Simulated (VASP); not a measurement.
Wanted: the native input for a VASP 6.6.1 run.

| Quantity | Value |
| --- | --- |
| Task | relaxation of cell and atoms |
| Functional | PBE |
| Potentials or basis | VASP PAW PBE potentials, release 64 (Li_sv, Zn, O) |
| Cutoff | 600 eV |
| k mesh | 12 × 12 × 6 |
| Occupations | gaussian, width 0.02 eV |
| Spin | no spin polarisation |
| Dipole correction | no |
| Further INCAR settings | ALGO = Normal; EDIFF = 1e-07; IBRION = 2; EDIFFG = -0.01; NSW = 100; ISIF = 3 |

The structure of Li2ZnO2 lies in POSCAR:

```
Li2ZnO2
1.0
    3.1596304816      0.0000000000      0.0000000000
   -1.5798152408      2.7363202636      0.0000000000
    0.0000000000      0.0000000000      5.1834764920
Li Zn O
2 1 2
Direct
    0.6666666667      0.3333333333      0.6410279094
    0.3333333333      0.6666666667      0.3589720906
    0.0000000000      0.0000000000      0.0000000000
    0.6666666667      0.3333333333      0.2403699148
    0.3333333333      0.6666666667      0.7596300852
```

The cell was built from a structure type or drawn by symmetry, and may not be a known phase.

One way to write it, as run:

INCAR

```
  ALGO = Normal
  EDIFF = 1E-7
  EDIFFG = -0.01
  ENCUT = 600
  GGA = PE
  IBRION = 2
  ISIF = 3
  ISMEAR = 0
  LASPH = True
  LCHARG = False
  LREAL = False
  LWAVE = False
  NELM = 100
  NSW = 100
  PREC = Accurate
  SIGMA = 0.02
```

KPOINTS

```
k-points
0
Gamma
  12 12 6
```

Potentials or basis: VASP PAW PBE potentials, release 64 (Li_sv, Zn, O).

The run is started by

```bash
$ cat potpaw_PBE.64/Li_sv/POTCAR potpaw_PBE.64/Zn/POTCAR potpaw_PBE.64/O/POTCAR > POTCAR
$ mpirun -np 1 vasp_std > vasp.out
```

It gave:

| Property | Result |
| --- | --- |
| Relaxed volume | 8.96 Å³/atom |
| Relaxed cell | a = 3.162 Å, b = 3.162 Å, c = 5.175 Å, α = 90.00°, β = 90.00°, γ = 120.00° |
| Space group after relaxing (to 0.1 Å) | P-3m1 (No. 164) |
| Energy gained by relaxing | 0.1 meV/atom |
| Ionic steps | 4 |
| Pressure after relaxing | -0.1 GPa |
| Largest force after relaxing | 0.009 eV/Å |
| Band gap on the k mesh | 2.92 eV (least direct gap 3.12 eV) |

Caveat: the cutoff is under 1.25 times the usual one of these potentials, so pressure, stress and relaxed cells hold a basis-set (Pulay) error.

It took 3.6 min on 1 thread of Intel(R) Xeon(R) 6975P-C (Granite Rapids) (shared host), peak memory 0.25 GiB.
